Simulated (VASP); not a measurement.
Cs3Al:

```xyz
4
Lattice="6.2647 0.0000 0.0000 0.0000 6.2647 0.0000 0.0000 0.0000 6.2647" Properties=species:S:1:pos:R:3 pbc="T T T"
Cs    0.0000    3.1324    3.1324
Cs    3.1324    0.0000    3.1324
Cs    3.1324    3.1324    0.0000
Al    0.0000    0.0000    0.0000
```

```yaml
Program: VASP 6.6.1
Task: relaxation of cell and atoms
Functional: PBE
Potentials_or_basis: VASP PAW PBE potentials, release 64 (Cs_sv, Al)
Cutoff: 600 eV
k_mesh: 8 × 8 × 8
Occupations: gaussian, width 0.1 eV
Spin: no spin polarisation
```

At the start: pressure 0.3 GPa; volume 61.47 Å³/atom.

Question: How do energy, volume and symmetry change on relaxing?

Answer: Over 4 steps the energy falls by 4.3 meV/atom and the volume is 66.17 Å³/atom (+7.6 %); space group Pm-3m (No. 221, to 0.1 Å) before and after.

The path:
```
step  energy change (eV)  largest force (eV/Å)  pressure (GPa)  volume (Å³)
   1              0.0000                0.0000            0.30       245.87
   2             -0.0066                0.0000            0.23       249.93
   3             -0.0167                0.0000            0.04       261.91
   4             -0.0172                0.0000            0.01       264.68
```

Final structure:
```
CELL_PARAMETERS angstrom
6.42056 0.00000 0.00000
0.00000 6.42056 0.00000
0.00000 0.00000 6.42056
ATOMIC_POSITIONS crystal
Cs 0.00000 0.50000 0.50000
Cs 0.50000 0.00000 0.50000
Cs 0.50000 0.50000 0.00000
Al 0.00000 0.00000 0.00000
```
